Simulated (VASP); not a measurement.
# Sb in VASP: further runs

Sb is run at these levels: PBE+D3(BJ); tasks: single point.

Program: VASP 6.6.1. These are calculated values, not measurements. Logs are shortened: lines on timing, memory, paths and dates and some standing lists are left out, and cuts for length are marked.

### 1 The cell of the first run

The cell holds a slab with vacuum, 4 atoms: a = 4.069 Å, b = 4.069 Å, c = 20.800 Å, α = 90.00°, β = 90.00°, γ = 120.00°.

### 2 Single point, PBE+D3(BJ) (layers slid over each other)

Contents of INCAR:

```
ALGO = Normal
DIPOL = 0.5 0.5 0.388
EDIFF = 1E-6
ENCUT = 400
GGA = PE
GGA_COMPAT = False
IDIPOL = 3
ISIF = 2
ISMEAR = 0
IVDW = 12
LASPH = True
LCHARG = False
LDIPOL = True
LREAL = False
LWAVE = False
NBANDS = 38
NELM = 120
NELMDL = -8
PREC = Accurate
SIGMA = 0.05
```

Contents of KPOINTS:

```
k-points
0
Gamma
  9 9 1
```

Contents of POSCAR:

```
Sb
1.0
    4.0686848921      0.0000000000      0.0000000000
   -2.0343424461      3.5235844766      0.0000000000
    0.0000000000      0.0000000000     20.8000277116
Sb
4
Direct
    0.3333333333      0.6666666667      0.2956733491
    0.6666666667      0.3333333333      0.2163458656
    0.0000000000      1.2222222222      0.5600967399
    0.3333333333      0.8888888889      0.4807692564
```

Potentials or basis: VASP PAW PBE potentials, release 64 (Sb_d_GW).

Launch:

```sh
$ cat potpaw_PBE.64/Sb_d_GW/POTCAR > POTCAR
$ mpirun -np 1 vasp_std > vasp.out
```

OUTCAR:

```text
EDIFF = 1E-6
   ENCUT = 400
   GGA = PE
   ISIF = 2
   ISMEAR = 0
   IVDW = 12
   LASPH = True
   LREAL = False
   NELM = 120
   NELMDL = -8
   PREC = Accurate
 IVDW          = 12

 ion  position               nearest neighbor table
   1  0.333  0.667  0.296-   2 2.87   2 2.87   2 2.87
   2  0.667  0.333  0.216-   1 2.87   1 2.87   1 2.87
   3  0.000  0.222  0.560-   4 2.87   4 2.87   4 2.87
   4  0.333  0.889  0.481-   3 2.87   3 2.87   3 2.87

  LATTYP: Found a hexagonal cell.
 ALAT       =     4.0686848921
 C/A-ratio  =     5.1122237930

  Lattice vectors:

 A1 = (   4.0686848921,   0.0000000000,   0.0000000000)
 A2 = (  -2.0343424461,   3.5235844766,   0.0000000000)
 A3 = (   0.0000000000,   0.0000000000,  20.8000277116)

Analysis of symmetry for initial positions (statically):
=====================================================================
 Subroutine PRICEL returns:
 Original cell was already a primitive cell.

 Routine SETGRP: Setting up the symmetry group for a
 hexagonal supercell.

 Subroutine GETGRP returns: Found  2 space group operations
 (whereof  1 operations were pure point group operations)
 out of a pool of 24 trial point group operations.

The static configuration has the point symmetry C_1 .
 The point group associated with its full space group is S_2 .

Analysis of symmetry for dynamics (positions and initial velocities):
=====================================================================
 Subroutine PRICEL returns:
 Original cell was already a primitive cell.

 Routine SETGRP: Setting up the symmetry group for a
 hexagonal supercell.

 Subroutine GETGRP returns: Found  2 space group operations
 (whereof  1 operations were pure point group operations)
 out of a pool of 24 trial point group operations.

The dynamic configuration has the point symmetry C_1 .
 The point group associated with its full space group is S_2 .

 Subroutine INISYM returns: Found  2 space group operations
 (whereof  1 operations are pure point group operations),
 and found     1 'primitive' translations

----------------------------------------------------------------------------------------

                                     Primitive cell

  volume of cell :     298.1966

  direct lattice vectors                    reciprocal lattice vectors
     4.068684892  0.000000000  0.000000000     0.245779663  0.141900954  0.000000000
    -2.034342446  3.523584477  0.000000000     0.000000000  0.283801909  0.000000000
     0.000000000  0.000000000 20.800027712     0.000000000  0.000000000  0.048076859

  length of vectors
     4.068684892  4.068684892 20.800027712     0.283801909  0.283801909  0.048076859

  position of ions in fractional coordinates (direct lattice)
     0.333333333  0.666666667  0.295673349
     0.666666667  0.333333333  0.216345866
     0.000000000  0.222222222  0.560096740
     0.333333333  0.888888889  0.480769256

  ion indices of the primitive-cell ions
   primitive index   ion index
                 1           1
                 2           2
                 3           3
                 4           4

----------------------------------------------------------------------------------------

 KPOINTS: k-points

Automatic generation of k-mesh.
 Grid dimensions read from file:
 generate k-points for:    9    9    1

 Generating k-lattice:

  Cartesian coordinates                     Fractional coordinates (reciprocal lattice)
     0.027308851  0.015766773  0.000000000     0.111111111 -0.000000000  0.000000000
     0.000000000  0.031533545  0.000000000     0.000000000  0.111111111  0.000000000
     0.000000000  0.000000000  0.048076859     0.000000000  0.000000000  1.000000000

  Length of vectors
     0.031533545  0.031533545  0.048076859

  Shift w.r.t. Gamma in fractional coordinates (k-lattice)
     0.000000000  0.000000000  0.000000000

 Subroutine IBZKPT returns following result:
 ===========================================

 Found     41 irreducible k-points:

 Following reciprocal coordinates:
            Coordinates               Weight
  0.000000  0.000000  0.000000      1.000000
  0.111111 -0.000000  0.000000      2.000000
  0.000000  0.111111  0.000000      2.000000
 -0.111111  0.111111  0.000000      2.000000
  0.222222 -0.000000  0.000000      2.000000
  0.000000  0.222222  0.000000      2.000000
[... 16 lines left out ...]
  0.333333  0.111111  0.000000      2.000000
 -0.111111  0.444444  0.000000      2.000000
 [... further k-points ...]
   k-points           NKPTS =     41   k-points in BZ     NKDIM =     41   number of bands    NBANDS=     38
   number of dos      NEDOS =    301   number of ions     NIONS =      4
   total plane-waves  NPLWV = 109760
   dimension x,y,z NGX =    28 NGY =   28 NGZ =  140
   dimension x,y,z NGXF=    56 NGYF=   56 NGZF=  280
   ions per type =               4
   NGX,Y,Z   is equivalent  to a cutoff of  11.44, 11.44, 11.19 a.u.
   NGXF,Y,Z  is equivalent  to a cutoff of  22.88, 22.88, 22.38 a.u.
 SYSTEM =  unknown system
   PREC   = accura    normal or accurate (medium, high low for compatibility)
   ISTART =      0    job   : 0-new  1-cont  2-samecut
   ICHARG =      2    charge: 1-file 2-atom 10-const
   ISPIN  =      1    spin polarized calculation?
   LNONCOLLINEAR =      F non collinear calculations
   LSORBIT =      F    spin-orbit coupling
   LASPH  =      T    aspherical Exc in radial PAW
   ENCUT  =  400.0 eV  29.40 Ry    5.42 a.u.   6.63  6.63 33.92*2*pi/ulx,y,z
   NELM   =    120;   NELMIN=  2; NELMDL= -8     # of ELM steps
   EDIFF  = 0.1E-05   stopping-criterion for ELM
   LREAL  =      F    real-space projection
[... 7 lines left out ...]
   TEBEG  =    0.0;   TEEND  =   0.0 temperature during run
   PSTRESS=    0.0 pullay stress
   NELECT =      60.0000    total number of electrons
   NUPDOWN=      -1.0000    fix difference up-down
   EMIN   =  10.00;   EMAX   =-10.00  energy-range for DOS
   EFERMI =   0.00;   METHOD = LEGACY
   ISMEAR =     0;   SIGMA  =   0.05  broadening in eV -4-tet -1-fermi 0-gaus
   EFERMI_NEDOS =   21; number of points for ismear=-14 and -15
   IALGO  =     38    algorithm
   IMIX   =      4    mixing-type and parameters
     AMIX     =   0.40;   BMIX     =  1.00
     AMIX_MAG =   1.60;   BMIX_MAG =  1.00
  volume/ion in A,a.u.               =      74.55       503.08
  Fermi-wavevector in a.u.,A,eV,Ry     =   0.959307  1.812828 12.521037  0.920270
  Thomas-Fermi vector in A             =   2.088492
   LORBIT       =      0    0 simple, 1 ext, 2 COOP (PROOUT), +10 PAW based schemes
   GGA     = PE    functional components
   LHFCALC =     F    Hartree Fock is set to
   AEXX    =    0.0000 exact exchange contribution
   IVDW    =    12    specifies the selected vdW correction
   LEPSILON=     F    determine dielectric tensor
   LRPA    =     F    only Hartree local field effects (RPA)
 non-spin polarized calculation
 Gauss-broadening in eV      SIGMA  =   0.05
  energy-cutoff  :      400.00
  volume of cell :      298.20
 maximum number of plane-waves:      5503
   NGX = 13   NGY = 13   NGZ = 67

 dipolmoment           0.000000      0.000000      0.000108 electrons x Angstroem

 number of electron      59.9999999 magnetization

 dipolmoment           0.000000      0.000000     -0.000007 electrons x Angstroem

 Free energy of the ion-electron system (eV)
  ---------------------------------------------------
  ext. energy  EPLUGINS =         0.00000000
  ---------------------------------------------------
  free energy    TOTEN  =       -16.27283232 eV

  energy without entropy =      -16.27283232  energy(sigma->0) =      -16.27283232

 E-fermi :  -0.5781     XC(G=0):  -4.9031

 val. band max:       -0.8522620093   @ k =   0.0000   0.0000   0.0000
 cond. band min:       0.0152255234   @ k =   0.3333  -0.0000   0.0000
 fundamental gap:      0.8674875327
 Fermi energy:        -0.5781136371

 k-point     1 :       0.0000    0.0000    0.0000
  band No.  band energies     occupation
      1     -29.5414      2.00000
      2     -29.5412      2.00000
      3     -29.5409      2.00000
      4     -29.5407      2.00000
      5     -29.4638      2.00000
      6     -29.4637      2.00000
[... 30 lines left out ...]
     37       3.3016      0.00000
     38       3.6362      0.00000

 k-point     2 :       0.1111   -0.0000    0.0000
  band No.  band energies     occupation
      1     -29.5400      2.00000
      2     -29.5400      2.00000
      3     -29.5347      2.00000
      4     -29.5344      2.00000
      5     -29.4628      2.00000
      6     -29.4626      2.00000
[... 30 lines left out ...]
     37       3.4806      0.00000
     38       3.7917      0.00000

 k-point     3 :       0.0000    0.1111    0.0000
  band No.  band energies     occupation
      1     -29.5402      2.00000
      2     -29.5398      2.00000
      3     -29.5345      2.00000
      4     -29.5345      2.00000
      5     -29.4630      2.00000
      6     -29.4629      2.00000
[... 30 lines left out ...]
     37       3.4811      0.00000
     38       3.7913      0.00000

 k-point     4 :      -0.1111    0.1111    0.0000
  band No.  band energies     occupation
      1     -29.5404      2.00000
      2     -29.5403      2.00000
      3     -29.5343      2.00000
      4     -29.5341      2.00000
      5     -29.4628      2.00000
      6     -29.4628      2.00000
[... 30 lines left out ...]
     37       3.4776      0.00000
     38       3.7956      0.00000
[... 703 lines left out ...]
      4     -29.4985      2.00000
      5     -29.4575      2.00000
      6     -29.4574      2.00000
[... 30 lines left out ...]
     37       4.2341      0.00000
     38       4.4411      0.00000

 k-point    23 :       0.3333    0.1111    0.0000
  band No.  band energies     occupation
      1     -29.5334      2.00000
      2     -29.5332      2.00000
      3     -29.4752      2.00000
      4     -29.4752      2.00000
      5     -29.4495      2.00000
      6     -29.4491      2.00000
[... 30 lines left out ...]
     37       4.4043      0.00000
     38       4.8593      0.00000

 k-point    24 :      -0.1111    0.4444    0.0000
  band No.  band energies     occupation
      1     -29.5336      2.00000
      2     -29.5332      2.00000
      3     -29.4751      2.00000
      4     -29.4749      2.00000
      5     -29.4497      2.00000
      6     -29.4493      2.00000
[... 30 lines left out ...]
     37       4.4443      0.00000
     38       4.8589      0.00000

 [... further k-points ...]

------------------------ aborting loop because EDIFF is reached ----------------------------------------

 vacuum level on the upper side and lower side of the slab       (xc-potential included)        -0.134        -0.128

 Edisp (eV)   -1.16228

 E8    (eV) :    -0.5568

  FORCE on cell =-STRESS in cart. coord.  units (eV):
  Direction    XX          YY          ZZ          XY          YZ          ZX
  --------------------------------------------------------------------------------------
  -------------------------------------------------------------------------------------
  Total      -0.15369    -0.28026    -0.37765    -0.06859     0.23131    -0.10927
  in kB      -0.82576    -1.50582    -2.02907    -0.36851     1.24278    -0.58709
  external pressure =       -1.45 kB  Pullay stress =        0.00 kB

 VOLUME and BASIS-vectors are now :
 -----------------------------------------------------------------------------
  energy-cutoff  :      400.00
  volume of cell :      298.20
      direct lattice vectors                 reciprocal lattice vectors
     4.068684892  0.000000000  0.000000000     0.245779663  0.141900954  0.000000000
    -2.034342446  3.523584477  0.000000000     0.000000000  0.283801909  0.000000000
     0.000000000  0.000000000 20.800027712     0.000000000  0.000000000  0.048076859

 POSITION                                       TOTAL-FORCE (eV/Angst)
 -----------------------------------------------------------------------------------
     -0.00000      2.34906      6.15001         0.009880     -0.023958      0.032195
      2.03434      1.17453      4.50000         0.009378     -0.019733      0.000425
     -0.45208      0.78302     11.65003        -0.009378      0.019733     -0.000425
     -0.45208      3.13208     10.00001        -0.009880      0.023958     -0.032195
 -----------------------------------------------------------------------------------
    total drift:                                0.000066      0.000005     -0.000932

  FREE ENERGIE OF THE ION-ELECTRON SYSTEM (eV)
  ---------------------------------------------------
  free  energy   TOTEN  =       -17.4351111022 eV

  energy  without entropy=      -17.4351111022  energy(sigma->0) =      -17.43511110

 vacuum level on the upper side and lower side of the slab         3.718         3.725
```

It took 9.8 min on 1 thread of Intel Xeon Platinum 8375C at 2.90GHz (Ice Lake), shared host; peak memory 0.49 GiB.

What came out:

* Free energy: -17.4351 eV
* Largest force: 0.041 eV/Å
* Band gap on the k mesh: 0.87 eV (least direct gap 1.40 eV)
* Dispersion energy per atom: -0.291 eV

Forces in eV/Å, atoms in the order of the input:
```
Sb   0.010 -0.024  0.032
Sb   0.009 -0.020  0.000
Sb  -0.009  0.020  0.000
Sb  -0.010  0.024 -0.032
```

Caveat: the cell differs from its parent crystal (layers slid over each other); spin-orbit coupling is left out, which moves the levels of the heavy elements.

### 3 Single point, PBE+D3(BJ) (layers slid over each other)

Contents of INCAR:

```
PREC     = Accurate       # precision mode
ENCUT    = 400            # plane-wave cutoff, eV
EDIFF    = 1E-6           # SCF threshold, eV
ISMEAR   = 0              # smearing method
SIGMA    = 0.05           # smearing width, eV
LREAL    = False          # projectors in reciprocal space
LASPH    = True           # aspherical terms in the spheres
NELM     = 120            # most SCF steps
ALGO     = Normal         # electronic algorithm
ISIF     = 2              # what is computed and relaxed
LWAVE    = False          # write WAVECAR
LCHARG   = True           # write CHGCAR
LDIPOL   = True         
IDIPOL   = 3            
DIPOL    = 0.5 0.5 0.388
GGA      = PE             # functional
IVDW     = 12             # dispersion correction
LELF     = True           # ELF
LVHAR    = True         
LVACPOTAV= True         
NBANDS   = 38             # bands
GGA_COMPAT= False        
NELMDL   = -8
```

Contents of KPOINTS:

```
regular mesh
0
Gamma
  9 9 1
```

POSCAR: that of step 2 with these lines changed.

```diff
@@ -10,3 +10,3 @@
     0.6666666667      0.3333333333      0.2163458656
-    0.0000000000      1.2222222222      0.5600967399
-    0.3333333333      0.8888888889      0.4807692564
+    0.0000000000      1.4444444444      0.5600967399
+    0.3333333333      1.1111111111      0.4807692564
```

Potentials or basis: VASP PAW PBE potentials, release 64 (Sb_d_GW).

Launch:

```sh
$ cat potpaw_PBE.64/Sb_d_GW/POTCAR > POTCAR
$ mpirun -np 1 vasp_std > vasp.out
```

It took 12 min on 1 thread of Intel Xeon Platinum 8259CL at 2.50GHz (Skylake/Cascade Lake), shared host; peak memory 0.48 GiB.

Results (log left out):

| Item | Value |
| --- | --- |
| Free energy | -17.4674 eV |
| Largest force | 0.097 eV/Å |
| Band gap on the k mesh | 0.86 eV (least direct gap 1.49 eV) |
| Dispersion energy per atom | -0.291 eV |

Forces in eV/Å, atoms in the order of the input:
```
Sb  -0.002 -0.009  0.097
Sb   0.001 -0.008  0.021
Sb  -0.001  0.008 -0.021
Sb   0.002  0.009 -0.097
```

Levels at points of the mesh, in eV from the valence-band top:
| k point | band 26 | band 27 | band 28 | band 29 | band 30 | band 31 | band 32 | band 33 | band 34 | band 35 |
| --- | --- | --- | --- | --- | --- | --- | --- | --- | --- | --- |
| (0.00, 0.00, 0.00) | -0.26 | -0.07 | -0.05 | -0.02 | 0.00 | 1.50 | 2.00 | 2.68 | 2.72 | 2.77 |

Caveat: the cell differs from its parent crystal (layers slid over each other); spin-orbit coupling is left out, which moves the levels of the heavy elements.

### 4 Single point, PBE+D3(BJ) (layers slid over each other)

Contents of INCAR:

```
SYSTEM = Sb
ALGO = Normal
DIPOL = 0.5 0.5 0.388
EDIFF = 1E-6
ENCUT = 400
GGA = PE
GGA_COMPAT = .FALSE.
IDIPOL = 3
ISIF = 2
ISMEAR = 0
IVDW = 12
LASPH = .TRUE.
LCHARG = .FALSE.
LDIPOL = .TRUE.
LREAL = .FALSE.
LWAVE = .FALSE.
NBANDS = 38
NELM = 120
NELMDL = -8
PREC = Accurate
SIGMA = 0.05
```

Contents of KPOINTS:

```
k-points
0
G
  9 9 1
  0 0 0
```

POSCAR: that of step 3 with these lines changed.

```diff
@@ -10,3 +10,3 @@
     0.6666666667      0.3333333333      0.2163458656
-    0.0000000000      1.4444444444      0.5600967399
-    0.3333333333      1.1111111111      0.4807692564
+    0.0000000000      1.6666666667      0.5600967399
+    0.3333333333      1.3333333333      0.4807692564
```

Launch:

```sh
$ cat potpaw_PBE.64/Sb_d_GW/POTCAR > POTCAR
$ mpirun -np 1 vasp_std > vasp.out
```

Run time: 8.4 min. Hardware: 1 thread of Intel Xeon Platinum 8488C (Sapphire Rapids), shared host; peak memory 0.47 GiB.

It converged, with:

* Free energy: -17.4552 eV
* Largest force: 0.077 eV/Å
* Band gap on the k mesh: 0.87 eV (least direct gap 1.46 eV)
* Dispersion energy per atom: -0.291 eV

Forces in eV/Å, atoms in the order of the input:
```
Sb  -0.014  0.014  0.074
Sb  -0.012  0.015  0.012
Sb   0.012 -0.015 -0.012
Sb   0.014 -0.014 -0.074
```

Levels at points of the mesh, in eV from the valence-band top:
| k point | band 27 | band 28 | band 29 | band 30 | band 31 | band 32 | band 33 | band 34 |
| --- | --- | --- | --- | --- | --- | --- | --- | --- |
| (0.00, 0.00, 0.00) | -0.04 | -0.04 | -0.01 | 0.00 | 1.51 | 2.01 | 2.72 | 2.72 |

Caveat: the cell differs from its parent crystal (layers slid over each other); spin-orbit coupling is left out, which moves the levels of the heavy elements.

### 5 The runs side by side

| cell | gap on the mesh (eV) | largest force (eV/Å) |
| --- | --- | --- |
| as given, atomic positions A | 0.87 | 0.04 |
| as given, atomic positions B | 0.86 | 0.10 |
| as given, atomic positions C | 0.87 | 0.08 |

Alike in all rows: task single point; level PBE+D3(BJ); potentials or basis VASP PAW PBE potentials, release 64 (Sb_d_GW); no spin polarisation; k mesh 9 × 9 × 1; cutoff (eV) 400; smearing gaussian 0.05 eV.

Caveats: spin-orbit coupling is left out, which moves the levels of the heavy elements.

Absolute energies hang on the potentials; compare differences alone.
